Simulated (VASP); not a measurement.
# Se (Fd-3m) in VASP: a series of runs, part 2 of 3

VASP 6.6.1. Earlier steps stand in the parts before.

**3. Single point, PBE**

This run uses another cell than the first one, of 23.86 Å³/atom, 1.276 times its volume.

Contents of INCAR:

```
SYSTEM = Se
PREC = Accurate
ENCUT = 520
EDIFF = 1E-7
ISMEAR = -1
SIGMA = 0.01
LREAL = .False.
LASPH = .True.
NELM = 100
ALGO = Normal
ISIF = 2
LWAVE = .False.
LCHARG = .True.
GGA = PE
LELF = .True.
LVHAR = .True.
NBANDS = 13
```

Contents of KPOINTS:

```
Automatic mesh
0
Gamma
  5 5 5
  0 0 0
```

Contents of POSCAR:

```
Se
1.0
    0.0000000000      2.8790120698      2.8790120698
    2.8790120698      0.0000000000      2.8790120698
    2.8790120698      2.8790120698      0.0000000000
Se
2
Direct
    0.0000000000      0.0000000000      0.0000000000
    0.2500000000      0.2500000000      0.2500000000
```

Potentials or basis: VASP PAW PBE potentials, release 64 (Se).

Launch:

```console
$ cat potpaw_PBE.64/Se/POTCAR > POTCAR
$ mpirun -np 1 vasp_std > vasp.out
```

OUTCAR:

```text
SYSTEM = Se
   PREC = Accurate
   ENCUT = 520
   EDIFF = 1E-7
   ISMEAR = -1
   LREAL = .False.
   LASPH = .True.
   NELM = 100
   ISIF = 2
   GGA = PE

 ion  position               nearest neighbor table
   1  0.000  0.000  0.000-   2 2.49   2 2.49   2 2.49   2 2.49
   2  0.250  0.250  0.250-   1 2.49   1 2.49   1 2.49   1 2.49

  LATTYP: Found a face centered cubic cell.
 ALAT       =     5.7580241396

  Lattice vectors:

 A1 = (   0.0000000000,   2.8790120698,   2.8790120698)
 A2 = (   2.8790120698,   0.0000000000,   2.8790120698)
 A3 = (   2.8790120698,   2.8790120698,   0.0000000000)

Analysis of symmetry for initial positions (statically):
=====================================================================
 Subroutine PRICEL returns:
 Original cell was already a primitive cell.

 Routine SETGRP: Setting up the symmetry group for a
 face centered cubic supercell.

 Subroutine GETGRP returns: Found 48 space group operations
 (whereof 24 operations were pure point group operations)
 out of a pool of 48 trial point group operations.

The static configuration has the point symmetry T_d .
 The point group associated with its full space group is O_h .

Analysis of symmetry for dynamics (positions and initial velocities):
=====================================================================
 Subroutine PRICEL returns:
 Original cell was already a primitive cell.

 Routine SETGRP: Setting up the symmetry group for a
 face centered cubic supercell.

 Subroutine GETGRP returns: Found 48 space group operations
 (whereof 24 operations were pure point group operations)
 out of a pool of 48 trial point group operations.

The dynamic configuration has the point symmetry T_d .
 The point group associated with its full space group is O_h .

 Subroutine INISYM returns: Found 48 space group operations
 (whereof 24 operations are pure point group operations),
 and found     1 'primitive' translations

----------------------------------------------------------------------------------------

                                     Primitive cell

  volume of cell :      47.7266

  direct lattice vectors                    reciprocal lattice vectors
     0.000000000  2.879012070  2.879012070    -0.173670686  0.173670686  0.173670686
     2.879012070  0.000000000  2.879012070     0.173670686 -0.173670686  0.173670686
     2.879012070  2.879012070  0.000000000     0.173670686  0.173670686 -0.173670686

  length of vectors
     4.071537915  4.071537915  4.071537915     0.300806451  0.300806451  0.300806451

  position of ions in fractional coordinates (direct lattice)
     0.000000000  0.000000000  0.000000000
     0.250000000  0.250000000  0.250000000

  ion indices of the primitive-cell ions
   primitive index   ion index
                 1           1
                 2           2

----------------------------------------------------------------------------------------

 KPOINTS: Automatic mesh

Automatic generation of k-mesh.
 Grid dimensions read from file:
 generate k-points for:    5    5    5
[... 26 lines left out ...]
 -0.400000  0.200000  0.000000     24.000000
 -0.200000  0.200000  0.000000     12.000000
  0.400000  0.400000  0.000000      6.000000
 -0.400000  0.400000  0.000000     12.000000
 -0.400000  0.400000  0.200000     24.000000
   k-points           NKPTS =     10   k-points in BZ     NKDIM =     10   number of bands    NBANDS=     13
   number of dos      NEDOS =    301   number of ions     NIONS =      2
   total plane-waves  NPLWV =  27000
   dimension x,y,z NGX =    30 NGY =   30 NGZ =   30
   dimension x,y,z NGXF=    60 NGYF=   60 NGZF=   60
   ions per type =               2
   NGX,Y,Z   is equivalent  to a cutoff of  12.25, 12.25, 12.25 a.u.
   NGXF,Y,Z  is equivalent  to a cutoff of  24.50, 24.50, 24.50 a.u.
 SYSTEM =  Se
   PREC   = accura    normal or accurate (medium, high low for compatibility)
   ISTART =      0    job   : 0-new  1-cont  2-samecut
   ICHARG =      2    charge: 1-file 2-atom 10-const
   ISPIN  =      1    spin polarized calculation?
   LNONCOLLINEAR =      F non collinear calculations
   LSORBIT =      F    spin-orbit coupling
   LASPH  =      T    aspherical Exc in radial PAW
   ENCUT  =  520.0 eV  38.22 Ry    6.18 a.u.   7.57  7.57  7.57*2*pi/ulx,y,z
   NELM   =    100;   NELMIN=  2; NELMDL= -5     # of ELM steps
   EDIFF  = 0.1E-06   stopping-criterion for ELM
   LREAL  =      F    real-space projection
   EDIFFG = 0.1E-05   stopping-criterion for IOM
   NSW    =      0    number of steps for IOM
   IBRION =     -1    ionic relax: 0-MD 1-quasi-New 2-CG
   NFREE  =      0    steps in history (QN), initial steepest desc. (CG)
   ISIF   =      2    stress and relaxation
   ISYM   =      2    0-nonsym 1-usesym 2-fastsym
   POTIM  = 0.5000    time-step for ionic-motion
   TEBEG  =    0.0;   TEEND  =   0.0 temperature during run
   PSTRESS=    0.0 pullay stress
   NELECT =      12.0000    total number of electrons
   NUPDOWN=      -1.0000    fix difference up-down
   EMIN   =  10.00;   EMAX   =-10.00  energy-range for DOS
   EFERMI =   0.00;   METHOD = LEGACY
   ISMEAR =    -1;   SIGMA  =   0.01  broadening in eV -4-tet -1-fermi 0-gaus
   EFERMI_NEDOS =   21; number of points for ismear=-14 and -15
   IALGO  =     38    algorithm
   IMIX   =      4    mixing-type and parameters
     AMIX     =   0.40;   BMIX     =  1.00
     AMIX_MAG =   1.60;   BMIX_MAG =  1.00
  volume/ion in A,a.u.               =      23.86       161.04
  Fermi-wavevector in a.u.,A,eV,Ry     =   1.033273  1.952603 14.526303  1.067653
  Thomas-Fermi vector in A             =   2.167512
   LORBIT       =      0    0 simple, 1 ext, 2 COOP (PROOUT), +10 PAW based schemes
   GGA     = PE    functional components
   LHFCALC =     F    Hartree Fock is set to
   AEXX    =    0.0000 exact exchange contribution
   IVDW    =     0    specifies the selected vdW correction
   LEPSILON=     F    determine dielectric tensor
   LRPA    =     F    only Hartree local field effects (RPA)
 non-spin polarized calculation
  energy-cutoff  :      520.00
  volume of cell :       47.73
 maximum number of plane-waves:      1307
 NGX is ok and might be reduce to    30
   NGX = 15   NGY = 15   NGZ = 15

 number of electron      12.0000000 magnetization

 Free energy of the ion-electron system (eV)
  ---------------------------------------------------
  ext. energy  EPLUGINS =         0.00000000
  ---------------------------------------------------
  free energy    TOTEN  =        -5.21153238 eV

  energy without entropy =       -5.21056630  energy(sigma->0) =       -5.21104934

 E-fermi :   4.8490     XC(G=0):  -9.4075

 val. band max:        4.6988801644   @ k =  -0.2000   0.2000   0.0000
 cond. band min:       4.8684175318   @ k =   0.4000   0.0000   0.0000
 fundamental gap:      0.1695373674
 Fermi energy:         4.8489524444

 k-point     1 :       0.0000    0.0000    0.0000
  band No.  band energies     occupation
      1     -12.6556      2.00000
      2      -4.4228      2.00000
      3       0.3151      2.00000
      4       0.3151      2.00000
      5       0.3151      2.00000
      6       3.5557      2.00000
      7       3.5557      2.00000
      8       3.5557      2.00000
      9       9.0890      0.00000
     10      12.0959      0.00000
     11      12.0959      0.00000
     12      14.4185      0.00000
     13      14.4185      0.00000
[... 130 lines left out ...]
  band No.  band energies     occupation
      1     -10.5147      2.00000
      2      -8.8234      2.00000
      3      -2.2286      2.00000
      4      -1.6156      2.00000
      5       2.9897      2.00000
      6       3.9750      2.00000
      7       6.2001      0.00000
      8       6.9056      0.00000
      9      10.5417      0.00000
     10      11.2524      0.00000
     11      13.9653      0.00000
     12      15.8563      0.00000
     13      17.0833      0.00000

------------------------ aborting loop because EDIFF is reached ----------------------------------------

  FORCE on cell =-STRESS in cart. coord.  units (eV):
  Direction    XX          YY          ZZ          XY          YZ          ZX
  --------------------------------------------------------------------------------------
  -------------------------------------------------------------------------------------
  Total        6.0061280      6.0061280      6.0061280      0.0000000     -0.0000000      0.0000000
  in kB      201.6251557    201.6251557    201.6251557      0.0000000     -0.0000000      0.0000000
  external PRESSURE =     201.6251557 kB  Pullay stress =       0.0000000 kB

 VOLUME and BASIS-vectors are now :
 -----------------------------------------------------------------------------
  energy-cutoff  :      520.00
  volume of cell :       47.73
      direct lattice vectors                 reciprocal lattice vectors
     0.000000000  2.879012070  2.879012070    -0.173670686  0.173670686  0.173670686
     2.879012070  0.000000000  2.879012070     0.173670686 -0.173670686  0.173670686
     2.879012070  2.879012070  0.000000000     0.173670686  0.173670686 -0.173670686

 POSITION                                       TOTAL-FORCE (eV/Angst)
 -----------------------------------------------------------------------------------
      0.00000      0.00000      0.00000        -0.000000     -0.000000     -0.000000
      1.43951      1.43951      1.43951         0.000000      0.000000      0.000000
 -----------------------------------------------------------------------------------
    total drift:                                0.000000     -0.000000      0.000000

  FREE ENERGIE OF THE ION-ELECTRON SYSTEM (eV)
  ---------------------------------------------------
  free  energy   TOTEN  =        -5.2115323794 eV

  energy  without entropy=       -5.2105663042  energy(sigma->0) =       -5.21104934
```

Wall time 8.5 s (1 thread of Intel Xeon Platinum 8259CL at 2.50GHz (Skylake/Cascade Lake), shared host); peak memory 0.16 GiB.

What came out:

| Item | Value |
| --- | --- |
| Free energy | -5.2115 eV |
| Pressure | 20.2 GPa |
| Band gap on the k mesh | zero (band 6 reaches 4.95 eV, above the bottom of band 7 at 3.56 eV) |

Caveat: the k points lie up to 0.38 Å⁻¹ apart.

[end of part 2 of 3]
